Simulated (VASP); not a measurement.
# HfB in VASP: a series of runs

Runs on HfB. Level: PBEsol. Tasks: single point.

All numbers are computed with VASP 6.6.1; they aren't measurements. Logs are shortened: lines on timing, memory, paths and dates and some standing lists are left out, and cuts for length are marked.

### Step 1. The cell of the first run

Symmetry: I4/mmm, No. 139, tetragonal system. Conventional cell: a = 3.385 Å, b = 3.385 Å, c = 5.123 Å, α = 90.00°, β = 90.00°, γ = 90.00°. Within 3.2 Å of Hf (site symmetry 4/mmm) lie 6 B at 2.39 to 2.56 Å. Within 3.2 Å of B (site symmetry 4/mmm) lie 6 Hf at 2.39 to 2.56 Å.

### Step 2. Single point, PBEsol (the cell strained)

Contents of INCAR:

```
ALGO     = Normal         # electronic algorithm
EDIFF    = 1E-7           # SCF threshold, eV
ENCUT    = 520            # plane-wave cutoff, eV
GGA      = PS             # functional
ISIF     = 2              # what is computed and relaxed
ISMEAR   = 0              # smearing method
LASPH    = True           # aspherical terms in the spheres
LCHARG   = False          # write CHGCAR
LREAL    = False          # projectors in reciprocal space
LWAVE    = False          # write WAVECAR
NBANDS   = 14             # bands
NELM     = 80             # most SCF steps
PREC     = Accurate       # precision mode
SIGMA    = 0.15           # smearing width, eV
```

Contents of KPOINTS:

```
k-points
0
Gamma
  16 16 16
```

Contents of POSCAR:

```
HfB
1.0
    0.0000000000      2.3936993068      2.3936993068
    2.5612582583      0.0000000000      2.3936993068
    2.5612582583      2.3936993068      0.0000000000
Hf B
1 1
Direct
    0.5000000000      0.5000000000      0.5000000000
    0.0000000000      0.0000000000      0.0000000000
```

Potentials or basis: VASP PAW PBE potentials, release 64 (Hf_pv, B).

Launch:

```
cat potpaw_PBE.64/Hf_pv/POTCAR potpaw_PBE.64/B/POTCAR > POTCAR
mpirun -np 1 vasp_std > vasp.out
```

OUTCAR:

```text
EDIFF = 1E-7
   ENCUT = 520
   GGA = PS
   ISIF = 2
   ISMEAR = 0
   LASPH = True
   LREAL = False
   NELM = 80
   PREC = Accurate

 ion  position               nearest neighbor table
   1  0.500  0.500  0.500-   2 2.39   2 2.39   2 2.39   2 2.39   2 2.56   2 2.56
   2  0.000  0.000  0.000-   1 2.39   1 2.39   1 2.39   1 2.39   1 2.56   1 2.56

  LATTYP: Found a body centered tetragonal cell.
 ALAT       =     3.3852020239
 C/A-ratio  =     1.5132085118

  Lattice vectors:

 A1 = (   2.5612582583,   0.0000000000,   2.3936993068)
 A2 = (   2.5612582583,   0.0000000000,  -2.3936993068)
 A3 = (  -2.5612582583,   2.3936993068,   0.0000000000)

Analysis of symmetry for initial positions (statically):
=====================================================================
 Subroutine PRICEL returns:
 Original cell was already a primitive cell.

 Routine SETGRP: Setting up the symmetry group for a
 body centered tetragonal supercell.

 Subroutine GETGRP returns: Found 16 space group operations
 (whereof 16 operations were pure point group operations)
 out of a pool of 16 trial point group operations.

The static configuration has the point symmetry D_4h.

Analysis of symmetry for dynamics (positions and initial velocities):
=====================================================================
 Subroutine PRICEL returns:
 Original cell was already a primitive cell.

 Routine SETGRP: Setting up the symmetry group for a
 body centered tetragonal supercell.

 Subroutine GETGRP returns: Found 16 space group operations
 (whereof 16 operations were pure point group operations)
 out of a pool of 16 trial point group operations.

The dynamic configuration has the point symmetry D_4h.

 Subroutine INISYM returns: Found 16 space group operations
 (whereof 16 operations are pure point group operations),
 and found     1 'primitive' translations

----------------------------------------------------------------------------------------

                                     Primitive cell

  volume of cell :      29.3510

  direct lattice vectors                    reciprocal lattice vectors
     0.000000000  2.393699307  2.393699307    -0.195216550  0.208881708  0.208881708
     2.561258258  0.000000000  2.393699307     0.195216550 -0.208881708  0.208881708
     2.561258258  2.393699307  0.000000000     0.195216550  0.208881708 -0.208881708

  length of vectors
     3.385202024  3.505686842  3.505686842     0.354079987  0.354079987  0.354079987

  position of ions in fractional coordinates (direct lattice)
     0.500000000  0.500000000  0.500000000
     0.000000000  0.000000000  0.000000000

  ion indices of the primitive-cell ions
   primitive index   ion index
                 1           1
                 2           2

----------------------------------------------------------------------------------------

 KPOINTS: k-points

Automatic generation of k-mesh.
 Grid dimensions read from file:
 generate k-points for:   16   16   16

 Generating k-lattice:

  Cartesian coordinates                     Fractional coordinates (reciprocal lattice)
    -0.012201034  0.013055107  0.013055107     0.062500000  0.000000000  0.000000000
     0.012201034 -0.013055107  0.013055107     0.000000000  0.062500000  0.000000000
     0.012201034  0.013055107 -0.013055107     0.000000000  0.000000000  0.062500000

  Length of vectors
     0.022129999  0.022129999  0.022129999

  Shift w.r.t. Gamma in fractional coordinates (k-lattice)
     0.000000000  0.000000000  0.000000000

 Subroutine IBZKPT returns following result:
 ===========================================

 Found    349 irreducible k-points:

 Following reciprocal coordinates:
            Coordinates               Weight
  0.000000  0.000000  0.000000      1.000000
  0.062500  0.000000  0.000000      8.000000
  0.125000  0.000000  0.000000      8.000000
  0.187500  0.000000  0.000000      8.000000
  0.250000  0.000000  0.000000      8.000000
  0.312500  0.000000  0.000000      8.000000
[... 16 lines left out ...]
[... 44 lines left out ...]

 E-fermi :   3.9398     XC(G=0): -11.5889

 val. band max:        3.9335254402   @ k =  -0.0625   0.2500   0.1875
 cond. band min:       3.9401215327   @ k =  -0.1875   0.1250  -0.0000
 fundamental gap:      0.0065960925
 Fermi energy:         3.9397871013

 k-point     1 :       0.0000    0.0000    0.0000
  band No.  band energies     occupation
      1     -25.2627      2.00000
      2     -25.2025      2.00000
      3     -25.2025      2.00000
      4      -5.0420      2.00000
      5       5.4586      0.00000
      6       6.1398      0.00000
      7       6.1398      0.00000
      8       6.9888      0.00000
      9       7.2734      0.00000
     10       7.5396      0.00000
     11       7.5396      0.00000
     12       7.8329      0.00000
     13      14.6571      0.00000
     14      14.9622      0.00000

 k-point     2 :       0.0625    0.0000    0.0000
  band No.  band energies     occupation
      1     -25.2688      2.00000
      2     -25.2142      2.00000
      3     -25.2033      2.00000
      4      -4.9497      2.00000
      5       5.3185      0.00000
      6       5.7724      0.00000
      7       6.0884      0.00000
      8       6.4678      0.00000
      9       6.7788      0.00000
     10       7.6413      0.00000
     11       8.1996      0.00000
     12       8.8279      0.00000
     13      14.8059      0.00000
     14      15.1962      0.00000

 k-point     3 :       0.1250    0.0000    0.0000
  band No.  band energies     occupation
      1     -25.2939      2.00000
      2     -25.2393      2.00000
      3     -25.2058      2.00000
      4      -4.6784      2.00000
      5       4.7256      0.00000
      6       5.0662      0.00000
      7       5.5117      0.00000
      8       6.4439      0.00000
      9       6.6612      0.00000
     10       7.8984      0.00000
     11       9.3143      0.00000
     12      10.0622      0.00000
     13      15.1920      0.00000
     14      15.8386      0.00000
[... 324 lines left out ...]
 k-point    23 :      -0.1250    0.0625   -0.0000
  band No.  band energies     occupation
      1     -25.3173      2.00000
      2     -25.2388      2.00000
      3     -25.2188      2.00000
      4      -4.4894      2.00000
      5       4.4110      0.00001
      6       4.7036      0.00000
      7       5.0271      0.00000
      8       6.2644      0.00000
      9       7.2070      0.00000
     10       8.2255      0.00000
     11       9.7330      0.00000
     12      10.5979      0.00000
     13      15.3968      0.00000
     14      16.2592      0.00000

 k-point    24 :      -0.0625    0.0625   -0.0000
  band No.  band energies     occupation
      1     -25.2834      2.00000
      2     -25.2173      2.00000
      3     -25.2140      2.00000
      4      -4.8065      2.00000
      5       5.1104      0.00000
      6       5.2911      0.00000
      7       5.7142      0.00000
      8       6.0603      0.00000
      9       7.0148      0.00000
     10       7.9854      0.00000
     11       8.7809      0.00000
     12       9.4685      0.00000
     13      15.0017      0.00000
     14      15.5484      0.00000

 [... further k-points ...]
[... 5 lines left out ...]
  --------------------------------------------------------------------------------------
  -------------------------------------------------------------------------------------
  Total       -3.9058570     -0.5874086     -0.5874086      0.0000000      0.0000000     -0.0000000
  in kB     -213.2084286    -32.0647841    -32.0647841      0.0000000      0.0000000     -0.0000000
  external PRESSURE =     -92.4459990 kB  Pullay stress =       0.0000000 kB

 VOLUME and BASIS-vectors are now :
 -----------------------------------------------------------------------------
  energy-cutoff  :      520.00
  volume of cell :       29.35
      direct lattice vectors                 reciprocal lattice vectors
     0.000000000  2.393699307  2.393699307    -0.195216550  0.208881708  0.208881708
     2.561258258  0.000000000  2.393699307     0.195216550 -0.208881708  0.208881708
     2.561258258  2.393699307  0.000000000     0.195216550  0.208881708 -0.208881708

 POSITION                                       TOTAL-FORCE (eV/Angst)
 -----------------------------------------------------------------------------------
      2.56126      2.39370      2.39370         0.000000      0.000000      0.000000
      0.00000      0.00000      0.00000         0.000000      0.000000      0.000000
 -----------------------------------------------------------------------------------
    total drift:                                0.000000      0.000000      0.000000

  FREE ENERGIE OF THE ION-ELECTRON SYSTEM (eV)
  ---------------------------------------------------
  free  energy   TOTEN  =       -18.2738221060 eV

  energy  without entropy=      -18.2606290514  energy(sigma->0) =      -18.26722558
```

It took 64 s on 1 thread of Intel Xeon 6975P-C (Granite Rapids), shared host; peak memory 0.27 GiB.

What came out:

```
Free energy            : -18.2738 eV
Pressure               : -9.2 GPa
Band gap on the k mesh : zero (an odd number of electrons rules out a gap without spin polarisation)
```

Caveat: the cell differs from its parent crystal (the cell strained); the cell stands under tension; the PAW data sets were made with another functional, which shifts forces and pressure a little; spin-orbit coupling is left out, which moves the levels of the heavy elements.

### Step 3. Single point, PBEsol (atoms displaced along a vibrational mode, the cell strained)

Contents of INCAR:

```
SYSTEM = HfB
ALGO = Normal
EDIFF = 1E-7
ENCUT = 520
GGA = PS
ISIF = 2
ISMEAR = 0
LASPH = .True.
LCHARG = .False.
LREAL = .False.
LWAVE = .False.
NBANDS = 14
NELM = 80
PREC = Accurate
SIGMA = 0.15
```

Contents of KPOINTS:

```
k-points
0
Gamma
  16 16 16
  0 0 0
```

Contents of POSCAR:

```
HfB
1.0
    0.0000000000      2.3936993068      2.3936993068
    2.5612582583      0.0000000000      2.3936993068
    2.5612582583      2.3936993068      0.0000000000
Hf B
1 1
Direct
    0.4990473968      0.5009526032      0.5009526032
    0.0157287926     -0.0157287926     -0.0157287926
```

Potentials or basis: VASP PAW PBE potentials, release 64 (Hf_pv, B).

Launch:

```
cat potpaw_PBE.64/Hf_pv/POTCAR potpaw_PBE.64/B/POTCAR > POTCAR
mpirun -np 1 vasp_std > vasp.out
```

Wall time 62 s (1 thread of Intel Xeon 6975P-C (Granite Rapids), shared host); peak memory 0.28 GiB.

It converged, with:

* Free energy: -18.2609 eV
* Pressure: -9.0 GPa
* Largest force: 0.313 eV/Å
* Band gap on the k mesh: zero (an odd number of electrons rules out a gap without spin polarisation)

Forces on the atoms (eV/Å):
```
Hf  -0.313  0.000  0.000
B    0.313  0.000  0.000
```

Stress tensor (GPa, compression positive):
```
-20.35   0.00   0.00
  0.00  -3.37   0.00
  0.00   0.00  -3.37
```

Levels at points of the mesh, in eV from the Fermi level:
```tsv
k point	band 3	band 4	band 5	band 6	band 7	band 8	band 9	band 10	band 11	band 12
(0.00, 0.00, 0.00)	-29.15	-8.98	1.52	2.08	2.08	2.58	3.73	3.73	3.83	3.89
(0.50, 0.00, 0.00)	-29.17	-4.62	-4.39	-1.22	-1.02	5.19	5.56	6.22	7.38	11.18
(0.50, 0.50, 0.00)	-29.32	-6.18	-1.07	-0.83	1.66	1.85	5.04	6.03	6.79	7.39
(0.00, 0.50, 0.50)	-29.25	-6.41	-1.70	-0.70	2.17	2.17	5.12	6.39	6.39	6.97
```

Caveat: the cell differs from its parent crystal (atoms displaced along a vibrational mode, the cell strained); the cell stands under tension; the PAW data sets were made with another functional, which shifts forces and pressure a little; spin-orbit coupling is left out, which moves the levels of the heavy elements.

### Step 4. Single point, PBEsol

This run uses another cell than the first one, of 13.72 Å³/atom.

Contents of INCAR:

```
SYSTEM = HfB
ALGO = Normal
EDIFF = 1E-6
ENCUT = 520
GGA = PS
ISIF = 2
ISMEAR = 0
LASPH = .TRUE.
LCHARG = .FALSE.
LREAL = .FALSE.
LWAVE = .FALSE.
NBANDS = 14
NELM = 80
PREC = Accurate
SIGMA = 0.15
```

Contents of KPOINTS:

```
k-points
0
G
  16 16 16
  0 0 0
```

Contents of POSCAR:

```
HfB
1.0
    0.0000000000      2.3936993068      2.3936993068
    2.3936993068      0.0000000000      2.3936993068
    2.3936993068      2.3936993068      0.0000000000
Hf B
1 1
Direct
    0.5000000000      0.5000000000      0.5000000000
    0.0000000000      0.0000000000      0.0000000000
```

Launch:

```
cat potpaw_PBE.64/Hf_pv/POTCAR potpaw_PBE.64/B/POTCAR > POTCAR
mpirun -np 1 vasp_std > vasp.out
```

It took 74 s on 1 thread of Intel Xeon Platinum 8375C at 2.90GHz (Ice Lake), shared host; peak memory 0.2 GiB.

Results (log left out):

| Quantity | Value |
| --- | --- |
| Free energy | -18.4143 eV |
| Pressure | 0.4 GPa |
| Band gap on the k mesh | zero (an odd number of electrons rules out a gap without spin polarisation) |

Levels at points of the mesh, in eV from the Fermi level:
| k point | band 5 | band 6 | band 7 | band 8 | band 9 | band 10 |
| --- | --- | --- | --- | --- | --- | --- |
| (0.00, 0.00, 0.00) | 2.03 | 2.03 | 2.03 | 3.69 | 3.69 | 3.69 |
| (0.50, 0.00, 0.00) | -4.35 | -1.20 | -1.20 | 5.80 | 5.80 | 6.67 |
| (0.50, 0.50, 0.00) | -1.18 | -0.89 | 2.05 | 2.05 | 5.55 | 6.97 |

Caveat: the PAW data sets were made with another functional, which shifts forces and pressure a little; spin-orbit coupling is left out, which moves the levels of the heavy elements.

### Step 5. Single point, PBEsol (atoms displaced along a vibrational mode, the cell strained)

Contents of INCAR:

```
PREC = Accurate
ENCUT = 520
EDIFF = 1E-7
ISMEAR = 0
SIGMA = 0.15
LREAL = F
LASPH = T
NELM = 80
ALGO = Normal
ISIF = 2
LWAVE = F
LCHARG = T
GGA = PS
LELF = T
LVHAR = T
NBANDS = 14
```

Contents of KPOINTS:

```
Automatic mesh
0
Gamma
  16 16 16
```

Contents of POSCAR:

```
HfB
1.0
    0.0000000000      2.3936993068      2.3936993068
    2.3379261130      0.0000000000      2.3936993068
    2.3379261130      2.3936993068      0.0000000000
Hf B
1 1
Direct
    0.4995230658      0.5004769342      0.5004769342
    0.0078748404     -0.0078748404     -0.0078748404
```

Launch:

```
cat potpaw_PBE.64/Hf_pv/POTCAR potpaw_PBE.64/B/POTCAR > POTCAR
mpirun -np 1 vasp_std > vasp.out
```

It took 3.4 min on 1 thread of Intel Xeon Platinum 8375C at 2.90GHz (Ice Lake), shared host; peak memory 0.27 GiB.

Results (log left out):

```yaml
Free_energy: -18.3829 eV
Pressure: 5.2 GPa
Largest_force: 0.419 eV/Å
Band_gap_on_the_k_mesh: zero (an odd number of electrons rules out a gap without spin polarisation)
```

Forces on the atoms (eV/Å):
```
Hf  -0.419  0.000  0.000
B    0.419  0.000  0.000
```

Stress tensor (GPa, compression positive):
```
11.89  0.00  0.00
 0.00  1.90  0.00
 0.00  0.00  1.90
```

Levels at points of the mesh, in eV from the Fermi level:
```
           k point  band 3  band 4  band 5  band 6  band 7  band 8  band 9  band 10  band 11  band 12
(0.00, 0.00, 0.00)  -28.69   -9.30    1.95    1.95    2.24    3.61    3.74     3.74     3.74     4.24
(0.50, 0.00, 0.00)  -28.74   -4.80   -4.27   -1.27   -1.20    5.85    6.05     6.87     7.98    12.80
(0.50, 0.50, 0.00)  -28.87   -6.50   -1.22   -0.95    2.16    2.22    5.67     7.04     7.29     8.25
(0.00, 0.50, 0.50)  -28.90   -6.43   -0.97   -0.94    2.00    2.00    5.72     7.16     7.16     8.31
```

Caveat: the cell differs from its parent crystal (atoms displaced along a vibrational mode, the cell strained); the cell stands under pressure; the PAW data sets were made with another functional, which shifts forces and pressure a little; spin-orbit coupling is left out, which moves the levels of the heavy elements.

### Step 6. Single point, PBEsol (atoms displaced along a vibrational mode, the cell strained)

Contents of INCAR:

```
  ALGO = Normal
  EDIFF = 1E-6
  ENCUT = 520
  GGA = PS
  ISIF = 2
  ISMEAR = 0
  LASPH = True
  LCHARG = False
  LREAL = False
  LWAVE = False
  NBANDS = 14
  NELM = 80
  PREC = Accurate
  SIGMA = 0.15
```

Contents of KPOINTS:

```
k-points
0
Gamma
  16 16 16
```

Contents of POSCAR:

```
HfB
1.0
    0.0000000000      2.3936993068      2.3936993068
    2.3379261130      0.0000000000      2.3936993068
    2.3379261130      2.3936993068      0.0000000000
Hf B
1 1
Direct
    0.4985704626      0.5014295374      0.5014295374
    0.0236036330     -0.0236036330     -0.0236036330
```

Potentials or basis: VASP PAW PBE potentials, release 64 (Hf_pv, B).

Launch:

```
cat potpaw_PBE.64/Hf_pv/POTCAR potpaw_PBE.64/B/POTCAR > POTCAR
mpirun -np 1 vasp_std > vasp.out
```

It took 2.6 min on 1 thread of Intel Xeon Platinum 8375C at 2.90GHz (Ice Lake), shared host; peak memory 0.26 GiB.

It converged, with:

```yaml
Free_energy: -18.3156 eV
Pressure: 6.1 GPa
Largest_force: 1.328 eV/Å
Band_gap_on_the_k_mesh: zero (an odd number of electrons rules out a gap without spin polarisation)
```

Forces on the atoms (eV/Å):
```
Hf  -1.328  0.000  0.000
B    1.328  0.000  0.000
```

Stress tensor (GPa, compression positive):
```
14.93  0.00  0.00
 0.00  1.64  0.00
 0.00  0.00  1.64
```

Levels at points of the mesh, in eV from the Fermi level:
| k point | band 5 | band 6 | band 7 | band 8 | band 9 | band 10 |
| --- | --- | --- | --- | --- | --- | --- |
| (0.00, 0.00, 0.00) | 1.74 | 1.74 | 2.24 | 3.04 | 3.74 | 3.96 |
| (0.50, 0.00, 0.00) | -4.25 | -1.28 | -1.19 | 5.81 | 6.05 | 6.86 |
| (0.50, 0.50, 0.00) | -1.22 | -1.08 | 2.17 | 2.31 | 5.73 | 7.03 |
| (0.00, 0.50, 0.50) | -0.97 | -0.92 | 2.00 | 2.00 | 5.73 | 7.13 |

Caveat: the cell differs from its parent crystal (atoms displaced along a vibrational mode, the cell strained); the cell stands under pressure; the PAW data sets were made with another functional, which shifts forces and pressure a little; spin-orbit coupling is left out, which moves the levels of the heavy elements.

### Step 7. The runs side by side

```csv
cell,gap on the mesh (eV),pressure (GPa),largest force (eV/Å)
"a = 3.385, b = 3.506, c = 3.506 Å, angles 57.7, 61.1, 61.1°, 2 atoms, atomic positions A",none,-9.2,-
"a = 3.385, b = 3.506, c = 3.506 Å, angles 57.7, 61.1, 61.1°, 2 atoms, atomic positions B",none,-9.0,0.31
"a = 3.385 Å, angles 60.0°, 2 atoms, atomic positions A",none,0.4,-
"a = 3.385, b = 3.346, c = 3.346 Å, angles 60.8, 59.6, 59.6°, 2 atoms, atomic positions C",none,5.2,0.42
"a = 3.385, b = 3.346, c = 3.346 Å, angles 60.8, 59.6, 59.6°, 2 atoms, atomic positions D",none,6.1,1.33
```

Alike in all rows: task single point; level PBEsol; potentials or basis VASP PAW PBE potentials, release 64 (Hf_pv, B); no spin polarisation; k mesh 16 × 16 × 16; cutoff (eV) 520; smearing gaussian 0.15 eV.

Caveats: the PAW data sets were made with another functional, which shifts forces and pressure a little; spin-orbit coupling is left out, which moves the levels of the heavy elements; the cell stands under tension (at least some runs); the cell stands under pressure (at least some runs).

Total energies depend on the potentials used, so only differences within one code and one set of settings carry meaning.
